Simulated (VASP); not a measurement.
# CuI (P4/mmm) in VASP: relaxation of cell and atoms with PBE

Aim: the relaxation of cell and atoms of CuI with PBE.

Program: VASP 6.6.1. These are calculated values, not measurements. Logs are shortened: lines on timing, memory, paths and dates and some standing lists are left out, and cuts for length are marked.

### Step 1. The cell of the first run

Symmetry: P4/mmm, No. 123, tetragonal system. Conventional cell: a = 3.353 Å, b = 3.353 Å, c = 4.858 Å, α = 90.00°, β = 90.00°, γ = 90.00°. Cu (site symmetry 4/mmm) has 4 Cu at 3.35 Å and 8 I at 3.39 Å within 4.4 Å. I (site symmetry 4/mmm) has 4 I at 3.35 Å and 8 Cu at 3.39 Å within 4.4 Å.

### Step 2. Relaxation of cell and atoms, PBE

Contents of INCAR:

```
ALGO = Normal ; EDIFF = 1E-6
EDIFFG = -0.01 ; ENCUT = 600
GGA = PE ; IBRION = 2
ISIF = 3 ; ISMEAR = 0
LASPH = T ; LCHARG = F
LREAL = F ; LWAVE = F
NELM = 100 ; NSW = 100
PREC = Accurate ; SIGMA = 0.1
```

Contents of KPOINTS:

```
k-points
0
Gamma
  16 16 12
```

Contents of POSCAR:

```
CuI
1.0
    3.3525502000      0.0000000000      0.0000000000
    0.0000000000      3.3525502000      0.0000000000
    0.0000000000      0.0000000000      4.8580485300
Cu I
1 1
Direct
    0.5000000000      0.5000000000      0.5000000000
    0.0000000000      0.0000000000      0.0000000000
```

Potentials or basis: VASP PAW PBE potentials, release 64 (Cu, I).

Run with:

```sh
cat potpaw_PBE.64/Cu/POTCAR potpaw_PBE.64/I/POTCAR > POTCAR
mpirun -np 1 vasp_std > vasp.out
```

OUTCAR:

```text
EDIFF = 1E-6
   EDIFFG = -0.01
   ENCUT = 600
   GGA = PE
   IBRION = 2
   ISIF = 3
   ISMEAR = 0
   LASPH = T
   LREAL = F
   NELM = 100
   NSW = 100
   PREC = Accurate

 ion  position               nearest neighbor table
   1  0.500  0.500  0.500-
   2  0.000  0.000  0.000-

  LATTYP: Found a simple tetragonal cell.
 ALAT       =     3.3525502000
 C/A-ratio  =     1.4490606375

  Lattice vectors:

 A1 = (   3.3525502000,   0.0000000000,   0.0000000000)
 A2 = (   0.0000000000,   3.3525502000,   0.0000000000)
 A3 = (   0.0000000000,   0.0000000000,   4.8580485300)

Analysis of symmetry for initial positions (statically):
=====================================================================
 Subroutine PRICEL returns:
 Original cell was already a primitive cell.

 Routine SETGRP: Setting up the symmetry group for a
 simple tetragonal supercell.

 Subroutine GETGRP returns: Found 16 space group operations
 (whereof 16 operations were pure point group operations)
 out of a pool of 16 trial point group operations.

The static configuration has the point symmetry D_4h.

Analysis of symmetry for dynamics (positions and initial velocities):
=====================================================================
 Subroutine PRICEL returns:
 Original cell was already a primitive cell.

 Routine SETGRP: Setting up the symmetry group for a
 simple tetragonal supercell.

 Subroutine GETGRP returns: Found 16 space group operations
 (whereof 16 operations were pure point group operations)
 out of a pool of 16 trial point group operations.

The dynamic configuration has the point symmetry D_4h.

 Subroutine INISYM returns: Found 16 space group operations
 (whereof 16 operations are pure point group operations),
 and found     1 'primitive' translations

----------------------------------------------------------------------------------------

                                     Primitive cell

  volume of cell :      54.6025

  direct lattice vectors                    reciprocal lattice vectors
     3.352550200  0.000000000  0.000000000     0.298280396  0.000000000  0.000000000
     0.000000000  3.352550200  0.000000000     0.000000000  0.298280396  0.000000000
     0.000000000  0.000000000  4.858048530     0.000000000  0.000000000  0.205843971

  length of vectors
     3.352550200  3.352550200  4.858048530     0.298280396  0.298280396  0.205843971

  position of ions in fractional coordinates (direct lattice)
     0.500000000  0.500000000  0.500000000
     0.000000000  0.000000000  0.000000000

  ion indices of the primitive-cell ions
   primitive index   ion index
                 1           1
                 2           2

----------------------------------------------------------------------------------------

 KPOINTS: k-points

Automatic generation of k-mesh.
 Grid dimensions read from file:
 generate k-points for:   16   16   12

 Generating k-lattice:

  Cartesian coordinates                     Fractional coordinates (reciprocal lattice)
     0.018642525  0.000000000  0.000000000     0.062500000  0.000000000  0.000000000
     0.000000000  0.018642525  0.000000000     0.000000000  0.062500000  0.000000000
     0.000000000  0.000000000  0.017153664     0.000000000  0.000000000  0.083333333

  Length of vectors
     0.018642525  0.018642525  0.017153664

  Shift w.r.t. Gamma in fractional coordinates (k-lattice)
     0.000000000  0.000000000  0.000000000

 Subroutine IBZKPT returns following result:
 ===========================================

 Found    315 irreducible k-points:

 Following reciprocal coordinates:
            Coordinates               Weight
  0.000000  0.000000  0.000000      1.000000
  0.062500  0.000000  0.000000      4.000000
  0.125000  0.000000  0.000000      4.000000
  0.187500  0.000000  0.000000      4.000000
  0.250000  0.000000  0.000000      4.000000
  0.312500  0.000000  0.000000      4.000000
[... 16 lines left out ...]
  0.437500  0.125000  0.000000      8.000000
  0.500000  0.125000  0.000000      4.000000
 [... further k-points ...]
   k-points           NKPTS =    315   k-points in BZ     NKDIM =    315   number of bands    NBANDS=     13
   number of dos      NEDOS =    301   number of ions     NIONS =      2
   total plane-waves  NPLWV =  31360
   dimension x,y,z NGX =    28 NGY =   28 NGZ =   40
   dimension x,y,z NGXF=    56 NGYF=   56 NGZF=   80
   ions per type =               1   1
   NGX,Y,Z   is equivalent  to a cutoff of  13.88, 13.88, 13.69 a.u.
   NGXF,Y,Z  is equivalent  to a cutoff of  27.77, 27.77, 27.38 a.u.
 SYSTEM =  unknown system
   PREC   = accura    normal or accurate (medium, high low for compatibility)
   ISTART =      0    job   : 0-new  1-cont  2-samecut
   ICHARG =      2    charge: 1-file 2-atom 10-const
   ISPIN  =      1    spin polarized calculation?
   LNONCOLLINEAR =      F non collinear calculations
   LSORBIT =      F    spin-orbit coupling
   LASPH  =      T    aspherical Exc in radial PAW
   ENCUT  =  600.0 eV  44.10 Ry    6.64 a.u.   6.70  6.70  9.70*2*pi/ulx,y,z
   NELM   =    100;   NELMIN=  2; NELMDL= -5     # of ELM steps
   EDIFF  = 0.1E-05   stopping-criterion for ELM
   LREAL  =      F    real-space projection
   EDIFFG = -.1E-01   stopping-criterion for IOM
   NSW    =    100    number of steps for IOM
   IBRION =      2    ionic relax: 0-MD 1-quasi-New 2-CG
   NFREE  =      1    steps in history (QN), initial steepest desc. (CG)
   ISIF   =      3    stress and relaxation
   ISYM   =      2    0-nonsym 1-usesym 2-fastsym
   POTIM  = 0.5000    time-step for ionic-motion
   TEBEG  =    0.0;   TEEND  =   0.0 temperature during run
   PSTRESS=    0.0 pullay stress
   NELECT =      18.0000    total number of electrons
   NUPDOWN=      -1.0000    fix difference up-down
   EMIN   =  10.00;   EMAX   =-10.00  energy-range for DOS
   EFERMI =   0.00;   METHOD = LEGACY
   ISMEAR =     0;   SIGMA  =   0.10  broadening in eV -4-tet -1-fermi 0-gaus
   EFERMI_NEDOS =   21; number of points for ismear=-14 and -15
   IALGO  =     38    algorithm
   IMIX   =      4    mixing-type and parameters
     AMIX     =   0.40;   BMIX     =  1.00
     AMIX_MAG =   1.60;   BMIX_MAG =  1.00
  volume/ion in A,a.u.               =      27.30       184.24
  Fermi-wavevector in a.u.,A,eV,Ry     =   1.130910  2.137111 17.401284  1.278958
  Thomas-Fermi vector in A             =   2.267608
   LORBIT       =      0    0 simple, 1 ext, 2 COOP (PROOUT), +10 PAW based schemes
   GGA     = PE    functional components
   LHFCALC =     F    Hartree Fock is set to
   AEXX    =    0.0000 exact exchange contribution
   IVDW    =     0    specifies the selected vdW correction
   LEPSILON=     F    determine dielectric tensor
   LRPA    =     F    only Hartree local field effects (RPA)
 conjugate gradient relaxation of ions
 non-spin polarized calculation
 Gauss-broadening in eV      SIGMA  =   0.10
  energy-cutoff  :      600.00
  volume of cell :       54.60
 maximum number of plane-waves:      1864
 NGX is ok and might be reduce to    28
   NGX = 13   NGY = 13   NGZ = 19

--------------------------------------- Ionic step        1  -------------------------------------------

 number of electron      17.9999996 magnetization

 Free energy of the ion-electron system (eV)
  ---------------------------------------------------
  ext. energy  EPLUGINS =         0.00000000
  ---------------------------------------------------
  free energy    TOTEN  =        -3.43393553 eV

  energy without entropy =       -3.42702304  energy(sigma->0) =       -3.43047928

------------------------ aborting loop because EDIFF is reached ----------------------------------------

  FORCE on cell =-STRESS in cart. coord.  units (eV):
  Direction    XX          YY          ZZ          XY          YZ          ZX
  --------------------------------------------------------------------------------------
  -------------------------------------------------------------------------------------
  Total        0.5676662      0.5676662     -2.9615162      0.0000000      0.0000000      0.0000000
  in kB       16.6567846     16.6567846    -86.8984977      0.0000000      0.0000000      0.0000000
  external PRESSURE =     -17.8616429 kB  Pullay stress =       0.0000000 kB
[... 863 lines left out ...]
 k-point    24 :       0.5000    0.1250    0.0000
  band No.  band energies     occupation
      1      -6.6258      2.00000
      2       0.0678      2.00000
      3       3.9738      2.00000
      4       4.0439      2.00000
      5       4.5672      2.00000
      6       4.8822      2.00000
      7       5.0981      2.00000
      8       6.0087      2.00000
      9       6.5855      1.60625
     10       9.8230      0.00000
     11      10.7806      0.00000
     12      13.2942      0.00000
     13      13.8609      0.00000

 [... further k-points ...]

[... ionic steps 4 to 9 ...]

--------------------------------------- Ionic step       10  -------------------------------------------

 number of electron      18.0000008 magnetization

------------------------ aborting loop because EDIFF is reached ----------------------------------------

  FORCE on cell =-STRESS in cart. coord.  units (eV):
  Direction    XX          YY          ZZ          XY          YZ          ZX
  --------------------------------------------------------------------------------------
  -------------------------------------------------------------------------------------
  Total        0.0155085      0.0155085      0.0337508      0.0000000      0.0000000     -0.0000000
  in kB        0.5104829      0.5104829      1.1109544      0.0000000      0.0000000     -0.0000000
  external PRESSURE =       0.7106400 kB  Pullay stress =       0.0000000 kB
[... 57 lines left out ...]
  energy  without entropy=       -4.1346555043  energy(sigma->0) =       -4.13754028

--------------------------------------- Ionic step       12  -------------------------------------------

 number of electron      18.0000008 magnetization

 Free energy of the ion-electron system (eV)
  ---------------------------------------------------
  ext. energy  EPLUGINS =         0.00000000
  ---------------------------------------------------
  free energy    TOTEN  =        -4.14064438 eV

  energy without entropy =       -4.13491031  energy(sigma->0) =       -4.13777735

 E-fermi :   5.6284     XC(G=0):  -9.9423

 val. band max:        5.6269439950   @ k =   0.4375   0.0000   0.1667
 cond. band min:       5.6379474751   @ k =   0.4375   0.1875   0.5000
 fundamental gap:      0.0110034802
 Fermi energy:         5.6284299133

 k-point     1 :       0.0000    0.0000    0.0000
  band No.  band energies     occupation
      1      -8.1366      2.00000
      2       3.7017      2.00000
      3       3.7025      2.00000
      4       4.1116      2.00000
      5       4.1116      2.00000
      6       4.1140      2.00000
      7       4.1140      2.00000
      8       4.1145      2.00000
      9       4.1167      2.00000
     10       5.3069      1.99999
     11      11.1621      0.00000
     12      11.1638      0.00000
[... 398 lines left out ...]
  FREE ENERGIE OF THE ION-ELECTRON SYSTEM (eV)
  ---------------------------------------------------
  free  energy   TOTEN  =        -4.1406443832 eV

  energy  without entropy=       -4.1349103099  energy(sigma->0) =       -4.13777735

 reached required accuracy - stopping structural energy minimisation
```

It took 59 min on 1 thread of AMD EPYC 7R13 (Zen 3), shared host; peak memory 0.43 GiB.

Results:

```
Free energy                            : -4.1406 eV
Relaxed volume                         : 24.37 Å³/atom
Relaxed cell                           : a = 3.653 Å, b = 3.653 Å, c = 3.652 Å, α = 90.00°, β = 90.00°, γ = 90.00°
Space group after relaxing (to 0.05 Å) : Pm-3m (No. 221)
Energy gained by relaxing              : 353.4 meV/atom
Ionic steps                            : 12
Pressure after relaxing                : 0.0 GPa
Band gap on the k mesh                 : zero (band 9 reaches 5.72 eV, above the bottom of band 10 at 5.31 eV)
```

Step by step:
```tsv
step	energy change (eV)	largest force (eV/Å)	pressure (GPa)	volume (Å³)
1	0.0000	0.0000	-1.79	54.60
2	-0.2439	0.0000	-0.95	52.10
3	-0.5862	0.0000	0.80	47.89
4	-0.0824	0.0000	16.21	38.01
5	-0.6635	0.0000	3.04	45.39
6	-0.6635	0.0000	3.17	45.08
7	-0.7050	0.0000	0.05	48.60
8	-0.7053	0.0000	0.30	48.25
9	-0.7065	0.0000	0.15	48.55
10	-0.7067	0.0000	0.07	48.67
11	-0.7065	0.0000	-0.11	48.92
12	-0.7067	0.0000	-0.01	48.74
```

Final structure:
```yaml
crystal:
  lattice:
    - [3.65326, 0.00000, 0.00000]
    - [0.00000, 3.65326, 0.00000]
    - [0.00000, 0.00000, 3.65167]
  atoms:
    - { symbol: Cu, position: [0.50000, 0.50000, 0.50000] }
    - { symbol: I, position: [0.00000, 0.00000, 0.00000] }
```

Levels at points of the mesh, in eV from the Fermi level:
```csv
k point,band 7,band 8,band 9,band 10,band 11,band 12
"(0.00, 0.00, 0.00)",-1.51,-1.51,-1.51,-0.32,5.53,5.54
"(0.50, 0.00, 0.00)",-1.36,0.09,0.09,3.51,3.98,6.38
"(0.50, 0.50, 0.00)",-1.55,-1.37,-0.32,-0.19,7.33,7.33
"(0.00, 0.00, 0.50)",-1.36,0.09,0.09,3.51,3.98,6.37
"(0.50, 0.00, 0.50)",-1.55,-1.37,-0.32,-0.19,7.33,7.33
"(0.50, 0.50, 0.50)",-0.69,-0.68,-0.68,1.85,1.85,1.85
```

Caveat: spin-orbit coupling is left out, which moves the levels of the heavy elements; semilocal functionals often make such compounds metallic where correlation or magnetic order opens a gap, which also shifts bond lengths.
